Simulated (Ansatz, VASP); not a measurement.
Two plane-wave programs on HgTe

INCAR

```
SYSTEM = HgTe
  PREC = Accurate
  ENCUT = 520
  EDIFF = 1E-7
  ISMEAR = 0
  SIGMA = 0.1
  LREAL = .FALSE.
  LASPH = .TRUE.
  NELM = 60
  ALGO = Normal
  ISIF = 2
  LWAVE = .FALSE.
  LCHARG = .FALSE.
  LDIPOL = .TRUE.
  IDIPOL = 3
  DIPOL = 0.5 0.5 0.500
  GGA = PS
  NBANDS = 36
```

File KPOINTS:

```
regular mesh
0
G
  9 9 1
  0 0 0
```

POSCAR

```
HgTe
1.0
    4.6045184592      0.0000000000      0.0000000000
   -2.3022592296      3.9876299579      0.0000000000
    0.0000000000      0.0000000000     23.4590405523
Te Hg
3 3
Direct
    0.0000000000      0.0000000000      0.3197061697
    0.3333333333      0.6666666667      0.4799673522
    0.6666666667      0.3333333333      0.6402285347
    0.3333333333      0.6666666667      0.3597714653
    0.6666666667      0.3333333333      0.5200326478
    0.0000000000      0.0000000000      0.6802938303
```

Input for Ansatz:

```yaml
crystal:
  lattice:
    - [4.6045184592, 0.0, 0.0]
    - [-2.3022592296, 3.9876299579, 0.0]
    - [0.0, 0.0, 23.4590405523]
  atoms:
    - { symbol: Te, position: [0.0, 0.0, 0.3197061697] }
    - { symbol: Hg, position: [0.3333333333, 0.6666666667, 0.3597714653] }
    - { symbol: Te, position: [0.3333333333, 0.6666666667, 0.4799673522] }
    - { symbol: Hg, position: [0.6666666667, 0.3333333333, 0.5200326478] }
    - { symbol: Te, position: [0.6666666667, 0.3333333333, 0.6402285347] }
    - { symbol: Hg, position: [0.0, 0.0, 0.6802938303] }
basis:
  ecutwfc: 420
kpoints:
  mp_grid: { grid: [9, 9, 1] }
hamiltonian:
  xc: pbesol
scf:
  occupations: { method: gaussian, width: 0.1 }
output:
  forces: true
  stress: true
  eigenvalues: true
  write_density: true
  write_potential: true
  elf: true
  volumetric_format: npy
efield:
  axis: 3
  dipole_correction: true
  ramp_width: 0.04
```

Alike in both runs: task single point; functional PBEsol; k mesh 9 × 9 × 1; occupations gaussian, width 0.1 eV; no spin polarisation.

|  | VASP | Ansatz |
| --- | --- | --- |
| version | VASP 6.6.1 | Ansatz 0.2.0 |
| potentials or method | VASP PAW PBE potentials, release 64 (Te, Hg), cutoff 520 eV | scalar-relativistic, plane waves, PAW |
| valence electrons in the cell | 54 | 108 |

Ansatz gave:

- gap on the k mesh at the Fermi level (eV): none
- rms of the force components (eV/Å): 0.298

**Question.** Which values does VASP return?

**Answer.** gap on the k mesh at the Fermi level (eV): none; rms of the force components (eV/Å): 0.296.

VASP's potentials were made for PBE, not for PBEsol. A gap of «none» marks a metal or a gap that the smearing closes. With one functional, cell and mesh, what is left measures potentials, basis and numerics. VASP's potentials hold 54 valence electrons a cell and Ansatz's 108, so a difference there can come from the potentials and not from the codes. Ansatz's warnings: xc potential rough in thin density.

Neither program's run includes spin-orbit coupling.
